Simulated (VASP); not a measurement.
# Ru (C2/c) in VASP: single point with PBEsol

Aim: the single point of Ru with PBEsol.

All numbers are computed with VASP 6.6.1; they aren't measurements. Logs are shortened: lines on timing, memory, paths and dates and some standing lists are left out, and cuts for length are marked.

## (1) The cell of the first run

The typed cell holds 2 atoms: a = 4.186 Å, b = 4.186 Å, c = 3.795 Å, α = 103.19°, β = 103.19°, γ = 142.49°.

## (2) Single point, PBEsol

File INCAR:

```
SYSTEM = Ru
PREC = Accurate ; ENCUT = 520
EDIFF = 1E-6 ; ISMEAR = -1
SIGMA = 0.1 ; LREAL = .FALSE.
LASPH = .TRUE. ; NELM = 100
ALGO = Normal ; ISIF = 2
LWAVE = .FALSE. ; LCHARG = .TRUE.
GGA = PS ; LELF = .TRUE.
LVHAR = .TRUE. ; NBANDS = 21
ISYM = 0
```

File KPOINTS:

```
regular mesh
0
G
  14 14 10
  0 0 0
```

File POSCAR:

```
Ru
1.0
   -3.0060039379      2.5995474695      1.3149982904
    2.5995474695     -3.0060039379      1.3149982904
    2.2543794493      2.2543794493     -2.0594240566
Ru
2
Direct
    0.9811509321      0.0188490679      0.0000000000
    0.7688490679      0.2311509321      0.5000000000
```

Potentials or basis: VASP PAW PBE potentials, release 64 (Ru_pv).

Command:

```
$ cat potpaw_PBE.64/Ru_pv/POTCAR > POTCAR
$ mpirun -np 1 vasp_std > vasp.out
```

OUTCAR:

```text
SYSTEM = Ru
   PREC = Accurate
   ENCUT = 520
   EDIFF = 1E-6
   ISMEAR = -1
   LREAL = .FALSE.
   LASPH = .TRUE.
   NELM = 100
   ISIF = 2
   GGA = PS
   ISYM = 0

 ion  position               nearest neighbor table
   1  0.981  0.019  0.000-   2 2.54   2 2.54   2 2.54   2 2.54   2 2.64   2 2.64
   2  0.769  0.231  0.500-   1 2.54   1 2.54   1 2.54   1 2.54   1 2.64   1 2.64

IMPORTANT INFORMATION: All symmetrisations will be switched off!
NOSYMM: (Re-)initialisation of all symmetry stuff for point group C_1.

----------------------------------------------------------------------------------------

                                     Primitive cell

  volume of cell :      28.5432

  direct lattice vectors                    reciprocal lattice vectors
    -3.006003938  2.599547470  1.314998290     0.113026462  0.291421044  0.442734532
     2.599547470 -3.006003938  1.314998290     0.291421044  0.113026462  0.442734532
     2.254379449  2.254379449 -2.059424057     0.258250736  0.258250736  0.079823436

  length of vectors
     4.186039563  4.186039563  3.795481636     0.541954861  0.541954861  0.373843104

  position of ions in fractional coordinates (direct lattice)
     0.981150932  0.018849068  1.000000000
     0.768849068  0.231150932  0.500000000

  ion indices of the primitive-cell ions
   primitive index   ion index
                 1           1
                 2           2

----------------------------------------------------------------------------------------

 KPOINTS: regular mesh

Automatic generation of k-mesh.
 Grid dimensions read from file:
 generate k-points for:   14   14   10

 Generating k-lattice:

  Cartesian coordinates                     Fractional coordinates (reciprocal lattice)
     0.008073319  0.020815789  0.031623895     0.071428571 -0.000000000  0.000000000
     0.020815789  0.008073319  0.031623895    -0.000000000  0.071428571  0.000000000
     0.025825074  0.025825074  0.007982344    -0.000000000 -0.000000000  0.100000000

  Length of vectors
     0.038711062  0.038711062  0.037384310

  Shift w.r.t. Gamma in fractional coordinates (k-lattice)
     0.000000000  0.000000000  0.000000000

 Subroutine IBZKPT returns following result:
 ===========================================

 Found    984 irreducible k-points:

 Following reciprocal coordinates:
            Coordinates               Weight
  0.000000  0.000000  0.000000      1.000000
  0.071429 -0.000000  0.000000      2.000000
  0.000000 -0.071429 -0.000000      2.000000
  0.142857 -0.000000  0.000000      2.000000
  0.000000 -0.142857 -0.000000      2.000000
  0.214286  0.000000  0.000000      2.000000
[... 16 lines left out ...]
  0.357143  0.071429 -0.000000      2.000000
 -0.071429 -0.357143  0.000000      2.000000
 [... further k-points ...]
   k-points           NKPTS =    984   k-points in BZ     NKDIM =    984   number of bands    NBANDS=     21
   number of dos      NEDOS =    301   number of ions     NIONS =      2
   total plane-waves  NPLWV =  28672
   dimension x,y,z NGX =    32 NGY =   32 NGZ =   28
   dimension x,y,z NGXF=    64 NGYF=   64 NGZF=   56
   ions per type =               2
   NGX,Y,Z   is equivalent  to a cutoff of  12.71, 12.71, 12.26 a.u.
   NGXF,Y,Z  is equivalent  to a cutoff of  25.42, 25.42, 24.53 a.u.
 SYSTEM =  Ru
   PREC   = accura    normal or accurate (medium, high low for compatibility)
   ISTART =      0    job   : 0-new  1-cont  2-samecut
   ICHARG =      2    charge: 1-file 2-atom 10-const
   ISPIN  =      1    spin polarized calculation?
   LNONCOLLINEAR =      F non collinear calculations
   LSORBIT =      F    spin-orbit coupling
   LASPH  =      T    aspherical Exc in radial PAW
   ENCUT  =  520.0 eV  38.22 Ry    6.18 a.u.   7.78  7.78  7.06*2*pi/ulx,y,z
   NELM   =    100;   NELMIN=  2; NELMDL= -5     # of ELM steps
   EDIFF  = 0.1E-05   stopping-criterion for ELM
   LREAL  =      F    real-space projection
   EDIFFG = 0.1E-04   stopping-criterion for IOM
   NSW    =      0    number of steps for IOM
   IBRION =     -1    ionic relax: 0-MD 1-quasi-New 2-CG
   NFREE  =      0    steps in history (QN), initial steepest desc. (CG)
   ISIF   =      2    stress and relaxation
   ISYM   =      0    0-nonsym 1-usesym 2-fastsym
   POTIM  = 0.5000    time-step for ionic-motion
   TEBEG  =    0.0;   TEEND  =   0.0 temperature during run
   PSTRESS=    0.0 pullay stress
   NELECT =      28.0000    total number of electrons
   NUPDOWN=      -1.0000    fix difference up-down
   EMIN   =  10.00;   EMAX   =-10.00  energy-range for DOS
   EFERMI =   0.00;   METHOD = LEGACY
   ISMEAR =    -1;   SIGMA  =   0.10  broadening in eV -4-tet -1-fermi 0-gaus
   EFERMI_NEDOS =   21; number of points for ismear=-14 and -15
   IALGO  =     38    algorithm
   IMIX   =      4    mixing-type and parameters
     AMIX     =   0.40;   BMIX     =  1.00
     AMIX_MAG =   1.60;   BMIX_MAG =  1.00
  volume/ion in A,a.u.               =      14.27        96.31
  Fermi-wavevector in a.u.,A,eV,Ry     =   1.626648  3.073919 36.000784  2.645983
  Thomas-Fermi vector in A             =   2.719573
   LORBIT       =      0    0 simple, 1 ext, 2 COOP (PROOUT), +10 PAW based schemes
   GGA     = PS    functional components
   LHFCALC =     F    Hartree Fock is set to
   AEXX    =    0.0000 exact exchange contribution
   IVDW    =     0    specifies the selected vdW correction
   LEPSILON=     F    determine dielectric tensor
   LRPA    =     F    only Hartree local field effects (RPA)
 non-spin polarized calculation
  energy-cutoff  :      520.00
  volume of cell :       28.54
 maximum number of plane-waves:       780
   NGX = 15   NGY = 15   NGZ = 13

 number of electron      28.0000004 magnetization

 Free energy of the ion-electron system (eV)
  ---------------------------------------------------
  ext. energy  EPLUGINS =         0.00000000
  ---------------------------------------------------
  free energy    TOTEN  =       -19.65325735 eV

  energy without entropy =      -19.60106553  energy(sigma->0) =      -19.62716144

 E-fermi :  11.8353     XC(G=0): -13.8790

 val. band max:       11.8320458123   @ k =  -0.3571   0.2857   0.3000
 cond. band min:      11.8394613560   @ k =   0.4286   0.0000   0.2000
 fundamental gap:      0.0074155436
 Fermi energy:        11.8352990770

 k-point     1 :       0.0000    0.0000    0.0000
  band No.  band energies     occupation
      1     -31.7156      2.00000
      2     -31.0511      2.00000
      3     -30.9110      2.00000
      4     -30.5822      2.00000
      5     -30.5635      2.00000
      6     -30.5515      2.00000
[... 13 lines left out ...]
     20      22.2358      0.00000
     21      23.1375      0.00000

 k-point     2 :       0.0714   -0.0000    0.0000
  band No.  band energies     occupation
      1     -31.6922      2.00000
      2     -31.0712      2.00000
      3     -30.9441      2.00000
      4     -30.6203      2.00000
      5     -30.5938      2.00000
      6     -30.5497      2.00000
[... 13 lines left out ...]
     20      22.2357      0.00000
     21      23.2107      0.00000

 k-point     3 :       0.0000   -0.0714   -0.0000
  band No.  band energies     occupation
      1     -31.6922      2.00000
      2     -31.0712      2.00000
      3     -30.9441      2.00000
      4     -30.6203      2.00000
      5     -30.5938      2.00000
      6     -30.5497      2.00000
[... 13 lines left out ...]
     20      22.2357      0.00000
     21      23.2107      0.00000

 k-point     4 :       0.1429   -0.0000    0.0000
  band No.  band energies     occupation
      1     -31.6297      2.00000
      2     -31.1285      2.00000
      3     -31.0202      2.00000
      4     -30.7497      2.00000
      5     -30.6516      2.00000
      6     -30.5566      2.00000
[... 13 lines left out ...]
     20      22.2355      0.00000
     21      23.4518      0.00000

 k-point     5 :       0.0000   -0.1429   -0.0000
  band No.  band energies     occupation
      1     -31.6297      2.00000
      2     -31.1285      2.00000
      3     -31.0202      2.00000
      4     -30.7497      2.00000
      5     -30.6516      2.00000
      6     -30.5566      2.00000
[... 13 lines left out ...]
     20      22.2355      0.00000
     21      23.4518      0.00000

 k-point     6 :       0.2143    0.0000    0.0000
  band No.  band energies     occupation
      1     -31.5514      2.00000
      2     -31.2241      2.00000
      3     -31.0941      2.00000
      4     -30.9139      2.00000
      5     -30.7320      2.00000
      6     -30.5921      2.00000
[... 13 lines left out ...]
     20      22.2351      0.00000
     21      23.4276      0.00000

 k-point     7 :       0.0000   -0.2143   -0.0000
  band No.  band energies     occupation
      1     -31.5514      2.00000
      2     -31.2241      2.00000
      3     -31.0941      2.00000
      4     -30.9139      2.00000
      5     -30.7320      2.00000
      6     -30.5921      2.00000
[... 13 lines left out ...]
     20      22.2351      0.00000
     21      23.4276      0.00000
[... 291 lines left out ...]
      1     -31.4803      2.00000
      2     -31.3525      2.00000
      3     -31.1426      2.00000
      4     -31.0448      2.00000
      5     -30.8103      2.00000
      6     -30.6744      2.00000
[... 13 lines left out ...]
     20      22.2449      0.00000
     21      22.5020      0.00000

 k-point    21 :       0.2857    0.0714    0.0000
  band No.  band energies     occupation
      1     -31.5128      2.00000
      2     -31.4289      2.00000
      3     -31.2195      2.00000
      4     -31.0212      2.00000
      5     -30.8907      2.00000
      6     -30.7764      2.00000
[... 13 lines left out ...]
     20      22.2340      0.00000
     21      23.1040      0.00000

 k-point    22 :      -0.0714   -0.2857   -0.0000
  band No.  band energies     occupation
      1     -31.5128      2.00000
      2     -31.4289      2.00000
      3     -31.2195      2.00000
      4     -31.0212      2.00000
      5     -30.8907      2.00000
      6     -30.7764      2.00000
[... 13 lines left out ...]
     20      22.2340      0.00000
     21      23.1040      0.00000

 k-point    23 :       0.3571    0.0714   -0.0000
  band No.  band energies     occupation
      1     -31.5792      2.00000
      2     -31.5282      2.00000
      3     -31.1703      2.00000
      4     -30.9823      2.00000
      5     -30.9560      2.00000
      6     -30.8641      2.00000
[... 13 lines left out ...]
     20      22.2328      0.00000
     21      23.4872      0.00000

 k-point    24 :      -0.0714   -0.3571    0.0000
  band No.  band energies     occupation
      1     -31.5792      2.00000
      2     -31.5282      2.00000
      3     -31.1703      2.00000
      4     -30.9823      2.00000
      5     -30.9560      2.00000
      6     -30.8641      2.00000
[... 13 lines left out ...]
     20      22.2328      0.00000
     21      23.4872      0.00000

 [... further k-points ...]

------------------------ aborting loop because EDIFF is reached ----------------------------------------

  FORCE on cell =-STRESS in cart. coord.  units (eV):
  Direction    XX          YY          ZZ          XY          YZ          ZX
  --------------------------------------------------------------------------------------
  -------------------------------------------------------------------------------------
  Total        0.0092866      0.0092828      0.0105380     -0.0008571     -0.0000661     -0.0000630
  in kB        0.5212727      0.5210613      0.5915155     -0.0481109     -0.0037118     -0.0035367
  external PRESSURE =       0.5446165 kB  Pullay stress =       0.0000000 kB

 VOLUME and BASIS-vectors are now :
 -----------------------------------------------------------------------------
  energy-cutoff  :      520.00
  volume of cell :       28.54
      direct lattice vectors                 reciprocal lattice vectors
    -3.006003938  2.599547470  1.314998290     0.113026462  0.291421044  0.442734532
     2.599547470 -3.006003938  1.314998290     0.291421044  0.113026462  0.442734532
     2.254379449  2.254379449 -2.059424057     0.258250736  0.258250736  0.079823436

 POSITION                                       TOTAL-FORCE (eV/Angst)
 -----------------------------------------------------------------------------------
     -2.90034      2.49389      1.31500        -0.020595      0.020595     -0.000000
     -0.58309      2.43101      0.28529         0.020595     -0.020595      0.000000
 -----------------------------------------------------------------------------------
    total drift:                               -0.000053      0.000053      0.000000

  FREE ENERGIE OF THE ION-ELECTRON SYSTEM (eV)
  ---------------------------------------------------
  free  energy   TOTEN  =       -19.6532573536 eV

  energy  without entropy=      -19.6010655317  energy(sigma->0) =      -19.62716144
```

Run time: 8.7 min. Hardware: 1 thread of Intel Xeon Platinum 8259CL at 2.50GHz (Skylake/Cascade Lake), shared host; peak memory 0.55 GiB.

What came out:

- Free energy: -19.6533 eV
- Pressure: 0.1 GPa
- Largest force: 0.029 eV/Å
- Band gap on the k mesh: zero (bands 14 and 15 overlap by 2.58 eV)

Forces in eV/Å, atoms in the order of the input:
```
Ru  -0.021  0.021  0.000
Ru   0.021 -0.021  0.000
```

Caveat: the PAW data sets were made with another functional, which shifts forces and pressure a little.
